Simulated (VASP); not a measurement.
# RuPtSe3 (Pm-3m) in VASP: notebook, part 2 of 2

VASP 6.6.1.

## Step 6: Relaxation of cell and atoms, PBE

INCAR

```
SYSTEM = RuPtSe3
  PREC = Accurate
  ENCUT = 600
  EDIFF = 1E-6
  ISMEAR = 0
  SIGMA = 0.1
  LREAL = .FALSE.
  LASPH = .TRUE.
  NELM = 60
  ALGO = Normal
  ISIF = 3
  LWAVE = .FALSE.
  LCHARG = .FALSE.
  GGA = PE
  IBRION = 2
  NSW = 100
  EDIFFG = -0.01
```

KPOINTS

```
Automatic mesh
0
G
  8 8 8
  0 0 0
```

POSCAR

```
RuPtSe3
1.0
    4.7984084862      0.0000000000      0.0000000000
    0.0000000000      4.7984084862      0.0000000000
    0.0000000000      0.0000000000      4.7984084862
Ru Pt Se
1 1 3
Direct
    0.5000000000      0.5000000000      0.5000000000
    0.0000000000      0.0000000000      0.0000000000
    0.0000000000      0.5000000000      0.5000000000
    0.5000000000      0.0000000000      0.5000000000
    0.5000000000      0.5000000000      0.0000000000
```

Potentials or basis: VASP PAW PBE potentials, release 64 (Ru_pv, Pt, Se).

On the command line:

```bash
$ cat potpaw_PBE.64/Ru_pv/POTCAR potpaw_PBE.64/Pt/POTCAR potpaw_PBE.64/Se/POTCAR > POTCAR
$ mpirun -np 1 vasp_std > vasp.out
```

OUTCAR:

```text
SYSTEM = RuPtSe3
   PREC = Accurate
   ENCUT = 600
   EDIFF = 1E-6
   ISMEAR = 0
   LREAL = .FALSE.
   LASPH = .TRUE.
   NELM = 60
   ISIF = 3
   GGA = PE
   IBRION = 2
   NSW = 100
   EDIFFG = -0.01

 ion  position               nearest neighbor table
   1  0.500  0.500  0.500-   3 2.40   4 2.40   5 2.40   5 2.40   4 2.40   3 2.40
   2  0.000  0.000  0.000-
   3  0.000  0.500  0.500-   1 2.40   1 2.40
   4  0.500  0.000  0.500-   1 2.40   1 2.40
   5  0.500  0.500  0.000-   1 2.40   1 2.40

  LATTYP: Found a simple cubic cell.
 ALAT       =     4.7984084862

  Lattice vectors:

 A1 = (   4.7984084862,   0.0000000000,   0.0000000000)
 A2 = (   0.0000000000,   4.7984084862,   0.0000000000)
 A3 = (   0.0000000000,   0.0000000000,   4.7984084862)

Analysis of symmetry for initial positions (statically):
=====================================================================
 Subroutine PRICEL returns:
 Original cell was already a primitive cell.

 Routine SETGRP: Setting up the symmetry group for a
 simple cubic supercell.

 Subroutine GETGRP returns: Found 48 space group operations
[... 178 lines left out ...]
  Direction    XX          YY          ZZ          XY          YZ          ZX
  --------------------------------------------------------------------------------------
  -------------------------------------------------------------------------------------
  Total       -0.3643588     -0.3643588     -0.3643588      0.0000000      0.0000000     -0.0000000
  in kB       -5.2838216     -5.2838216     -5.2838216      0.0000000      0.0000000     -0.0000000
  external PRESSURE =      -5.2838216 kB  Pullay stress =       0.0000000 kB
[... 65 lines left out ...]
--------------------------------------- Ionic step        3  -------------------------------------------

 number of electron      42.0000003 magnetization

 Free energy of the ion-electron system (eV)
  ---------------------------------------------------
  ext. energy  EPLUGINS =         0.00000000
  ---------------------------------------------------
  free energy    TOTEN  =       -21.52670409 eV

  energy without entropy =      -21.47827259  energy(sigma->0) =      -21.50248834

 E-fermi :   5.0469     XC(G=0): -10.4343

 val. band max:        5.0456085815   @ k =   0.5000   0.3750   0.3750
 cond. band min:       5.0598632702   @ k =   0.3750   0.2500   0.1250
 fundamental gap:      0.0142546887
 Fermi energy:         5.0469140818

 k-point     1 :       0.0000    0.0000    0.0000
  band No.  band energies     occupation
      1     -37.9685      2.00000
      2     -37.9685      2.00000
      3     -37.9685      2.00000
      4      -9.5723      2.00000
      5      -7.8906      2.00000
      6      -7.8906      2.00000
[... 661 lines left out ...]
     24       6.1927      0.00000
     25       6.8667      0.00000

 [... further k-points ...]

------------------------ aborting loop because EDIFF is reached ----------------------------------------

  FORCE on cell =-STRESS in cart. coord.  units (eV):
  Direction    XX          YY          ZZ          XY          YZ          ZX
  --------------------------------------------------------------------------------------
  -------------------------------------------------------------------------------------
  Total       -0.0010186     -0.0010186     -0.0010186     -0.0000000      0.0000000     -0.0000000
  in kB       -0.0148643     -0.0148643     -0.0148643     -0.0000000      0.0000000     -0.0000000
  external PRESSURE =      -0.0148643 kB  Pullay stress =       0.0000000 kB
[... 20 lines left out ...]
  FREE ENERGIE OF THE ION-ELECTRON SYSTEM (eV)
  ---------------------------------------------------
  free  energy   TOTEN  =       -21.5267040918 eV

  energy  without entropy=      -21.4782725893  energy(sigma->0) =      -21.50248834

 reached required accuracy - stopping structural energy minimisation
```

CONTCAR:

```text
RuPtSe3
   1.00000000000000
     4.7883174203177115    0.0000000000000000   -0.0000000000000000
     0.0000000000000000    4.7883174203177115    0.0000000000000000
     0.0000000000000000    0.0000000000000000    4.7883174203177115
  Ru              Pt              Se
     1     1     3
Direct
     0.5000000000000000    0.5000000000000000    0.5000000000000000
     0.0000000000000000    0.0000000000000000    0.0000000000000000
     0.0000000000000000    0.5000000000000000    0.5000000000000000
     0.5000000000000000    0.0000000000000000    0.5000000000000000
     0.5000000000000000    0.5000000000000000    0.0000000000000000

  0.00000000E+00  0.00000000E+00  0.00000000E+00
  0.00000000E+00  0.00000000E+00  0.00000000E+00
  0.00000000E+00  0.00000000E+00  0.00000000E+00
  0.00000000E+00  0.00000000E+00  0.00000000E+00
  0.00000000E+00  0.00000000E+00  0.00000000E+00
```

Wall time 5.8 min (1 thread of Intel Xeon 6975P-C, shared host); peak memory 0.35 GiB.

What came out:

```yaml
Free_energy: -21.5267 eV
Relaxed_volume: 21.96 Å³/atom
Relaxed_cell: a = 4.788 Å, b = 4.788 Å, c = 4.788 Å, α = 90.00°, β = 90.00°, γ = 90.00°
Space_group_after_relaxing_to_0.05_Å: Pm-3m (No. 221)
Energy_gained_by_relaxing: 0.2 meV/atom
Ionic_steps: 3
Pressure_after_relaxing: 0.0 GPa
```

The path:
```csv
step,energy change (eV),largest force (eV/Å),pressure (GPa),volume (Å³)
1,0.0000,0.0000,-0.53,110.48
2,-0.0006,0.0000,0.37,109.32
3,-0.0011,0.0000,0.00,109.79
```

Final structure:
```
CELL_PARAMETERS angstrom
4.78832 0.00000 0.00000
0.00000 4.78832 0.00000
0.00000 0.00000 4.78832
ATOMIC_POSITIONS crystal
Ru 0.50000 0.50000 0.50000
Pt 0.00000 0.00000 0.00000
Se 0.00000 0.50000 0.50000
Se 0.50000 0.00000 0.50000
Se 0.50000 0.50000 0.00000
```

Caveat: the bands computed are all filled at some k points, so no gap is given; spin-orbit coupling is left out, which moves the levels of the heavy elements.

## Step 7: The runs side by side

```tsv
task	spin	cell	k mesh	cutoff (eV)	gap on the mesh (eV)	pressure (GPa)	relaxed volume (Å³/atom)
single point	off	a = 4.798 Å, 5 atoms	4 × 4 × 4	520	none	-0.3	-
relaxation of cell and atoms	off	relaxed from a = 4.657 Å, 5 atoms	4 × 4 × 4	600	-	-0.1	22.03
single point	collinear, ferromagnetic start	a = 4.657 Å, 5 atoms	4 × 4 × 4	520	none	8.8	-
single point	off	a = 4.787 Å, 5 atoms	8 × 8 × 8	520	none	0.1	-
relaxation of cell and atoms	off	relaxed from a = 4.798 Å, 5 atoms	8 × 8 × 8	600	-	0.0	21.96
```

Alike in all rows: level PBE; potentials or basis VASP PAW PBE potentials, release 64 (Ru_pv, Pt, Se); smearing gaussian 0.1 eV.

Caveats: spin-orbit coupling is left out, which moves the levels of the heavy elements; the bands computed are all filled at some k points, so no gap is given (some runs).

Absolute energies hang on the potentials; compare differences alone.
